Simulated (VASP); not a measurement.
Set up this calculation in VASP 6.6.1, as the native input.

| Quantity | Value |
| --- | --- |
| Task | single point |
| Functional | PBEsol |
| Potentials or basis | VASP PAW PBE potentials, release 64 (Fe) |
| Cutoff | 520 eV |
| k mesh | 21 × 21 × 21 |
| Occupations | fermi-dirac, width 0.08 eV |
| Spin | collinear spin, ferromagnetic start |
| Starting moments | [2.5] μB |
| Dipole correction | no |
| Further INCAR settings | ALGO = Normal; EDIFF = 1e-06; NBANDS = 14 |

The structure of Fe lies in POSCAR:

```
Fe
1.0
   -1.2462910116      1.2462910116      1.2462910116
    1.2462910116     -1.2462910116      1.2462910116
    1.2462910116      1.2462910116     -1.2462910116
Fe
1
Direct
    0.0000000000      0.0000000000      0.0000000000
```

These files were run (other wordings do the same):

INCAR

```
ALGO     = Normal         # electronic algorithm
EDIFF    = 1E-6           # SCF threshold, eV
ENCUT    = 520            # plane-wave cutoff, eV
GGA      = PS             # functional
ISIF     = 2              # what is computed and relaxed
ISMEAR   = -1             # smearing method
ISPIN    = 2              # spin polarisation
LASPH    = T              # aspherical terms in the spheres
LCHARG   = F              # write CHGCAR
LMAXMIX  = 4              # l up to which the mixer works
LORBIT   = 11             # projections on sites
LREAL    = F              # projectors in reciprocal space
LWAVE    = F              # write WAVECAR
MAGMOM   = 2.5            # initial moments
NBANDS   = 14             # bands
NELM     = 150            # most SCF steps
PREC     = Accurate       # precision mode
SIGMA    = 0.08           # smearing width, eV
```

KPOINTS

```
k-points
0
Gamma
  21 21 21
```

Potentials or basis: VASP PAW PBE potentials, release 64 (Fe).

Command:

```console
$ cat potpaw_PBE.64/Fe/POTCAR > POTCAR
$ mpirun -np 1 vasp_std > vasp.out
```

Results of the run:

The pressure is 160.4 GPa. The net moment is 1.35 μB per cell and the site moments are Fe +1.30 μB.

Caveat: the cell stands under pressure; the PAW data sets were made with another functional, which shifts forces and pressure a little.

Run time: 40 s on 1 thread of Intel Xeon 8259CL (shared host), peak memory 0.16 GiB.
